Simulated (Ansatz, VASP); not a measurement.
# Two plane-wave programs on TaAg2Br6

Contents of INCAR:

```
SYSTEM = TaAg2Br6
  ALGO = Normal
  EDIFF = 1E-7
  ENCUT = 520
  GGA = PE
  ISIF = 2
  ISMEAR = 0
  LASPH = .TRUE.
  LCHARG = .FALSE.
  LREAL = .FALSE.
  LWAVE = .FALSE.
  NBANDS = 48
  NELM = 60
  PREC = Accurate
  SIGMA = 0.1
```

Contents of KPOINTS:

```
k-points
0
G
  4 4 4
  0 0 0
```

The input POSCAR:

```
TaAg2Br6
1.0
    0.0000000000      5.0232072700      5.0232072700
    5.0232072700      0.0000000000      5.0232072700
    5.0232072700      5.0232072700      0.0000000000
Ta Ag Br
1 2 6
Direct
    0.0000000000      0.0000000000      0.0000000000
    0.2500000000      0.2500000000      0.2500000000
    0.7500000000      0.7500000000      0.7500000000
    0.7588820600      0.2411179400      0.2411179400
    0.2411179400      0.7588820600      0.2411179400
    0.2411179400      0.2411179400      0.7588820600
    0.2411179400      0.7588820600      0.7588820600
    0.7588820600      0.2411179400      0.7588820600
    0.7588820600      0.7588820600      0.2411179400
```

Input for Ansatz:

```yaml
crystal:
  lattice:
    - [0.0, 5.02320727, 5.02320727]
    - [5.02320727, 0.0, 5.02320727]
    - [5.02320727, 5.02320727, 0.0]
  atoms:
    - { symbol: Ta, position: [0.0, 0.0, 0.0] }
    - { symbol: Ag, position: [0.25, 0.25, 0.25] }
    - { symbol: Ag, position: [0.75, 0.75, 0.75] }
    - { symbol: Br, position: [0.75888206, 0.24111794, 0.24111794] }
    - { symbol: Br, position: [0.24111794, 0.75888206, 0.24111794] }
    - { symbol: Br, position: [0.24111794, 0.24111794, 0.75888206] }
    - { symbol: Br, position: [0.24111794, 0.75888206, 0.75888206] }
    - { symbol: Br, position: [0.75888206, 0.24111794, 0.75888206] }
    - { symbol: Br, position: [0.75888206, 0.75888206, 0.24111794] }
basis:
  ecutwfc: 420
kpoints:
  mp_grid: { grid: [4, 4, 4] }
hamiltonian:
  xc: pbe
scf:
  occupations: { method: gaussian, width: 0.1 }
  lower_state_search: "off"
output:
  forces: true
  stress: true
  eigenvalues: true
```

Alike in both runs: task single point; functional PBE; k mesh 4 × 4 × 4; occupations gaussian, width 0.1 eV; no spin polarisation.

```csv
,VASP,Ansatz
version,VASP 6.6.1,Ansatz 0.2.0
potentials or method,"VASP PAW PBE potentials, release 64 (Ta_pv, Ag, Br), cutoff 520 eV","scalar-relativistic, plane waves, PAW"
valence electrons in the cell,75,93
```

VASP gave:

```
gap on the k mesh at the Fermi level (eV) : none
pressure (GPa)                            : 6.0
rms of the force components (eV/Å)        : 0.866
```

Problem. What did Ansatz give for the same quantities?

Solution. gap on the k mesh at the Fermi level (eV): none; pressure (GPa): 6.0; rms of the force components (eV/Å): 0.856.

Atom by atom the forces differ by 0.010 eV/Å (rms over components). A gap of «none» marks a metal or a gap that the smearing closes. VASP's potentials hold 75 valence electrons a cell and Ansatz's 93, so a difference there can come from the potentials and not from the codes.

Neither program's run includes spin-orbit coupling.
